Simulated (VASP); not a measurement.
Runs of VASP 6.6.1 on Rb2Re. The structure is that of space group P6/mmm (No. 191), or close to it. The cells are those of the table. 

| task | cell | k mesh | cutoff (eV) | gap on the mesh (eV) | pressure (GPa) | relaxed volume (Å³/atom) |
| --- | --- | --- | --- | --- | --- | --- |
| relaxation of cell and atoms | relaxed from a = 6.085, b = 6.085, c = 2.897 Å, angles 90.0, 90.0, 120.0°, 3 atoms | 3 × 3 × 6 | 600 | none | 0.0 | 31.70 |
| single point | a = 6.208, b = 6.208, c = 2.848 Å, angles 90.0, 90.0, 120.0°, 3 atoms | 3 × 3 × 6 | 520 | none | 0.1 | - |
| relaxation of cell and atoms | relaxed from a = 4.590, b = 4.590, c = 4.956 Å, angles 90.0, 90.0, 120.0°, 3 atoms | 6 × 6 × 4 | 600 | none | 0.0 | 31.12 |
| single point | a = 6.085, b = 6.085, c = 2.897 Å, angles 90.0, 90.0, 120.0°, 3 atoms | 6 × 6 × 4 | 520 | none | (a) | - |
| single point | a = 6.139, b = 6.139, c = 2.857 Å, angles 90.0, 90.0, 120.0°, 3 atoms | 12 × 12 × 16 | 520 | none | 0.1 | - |
| single point | a = 4.590, b = 4.590, c = 4.956 Å, angles 90.0, 90.0, 120.0°, 3 atoms | 6 × 6 × 4 | 520 | none | 10.4 | - |

Alike in all rows: level PBE; potentials or basis VASP PAW PBE potentials, release 64 (Rb_sv, Re); no spin polarisation; smearing gaussian 0.1 eV.

**Question.** Estimate the missing entries.

**Answer.** (a) 0.3.

Caveats: some runs use coarse meshes; spin-orbit coupling is left out, which moves the levels of the heavy elements; a cell axis changed by over 15 % at a fixed basis, so the end point is rough (at least some runs); the cell stands under pressure (at least some runs).

A k mesh can miss the band edges, and the runs leave out spin-orbit coupling on Rb, Re.

A gap of «none» marks levels without a gap at the run's occupations.
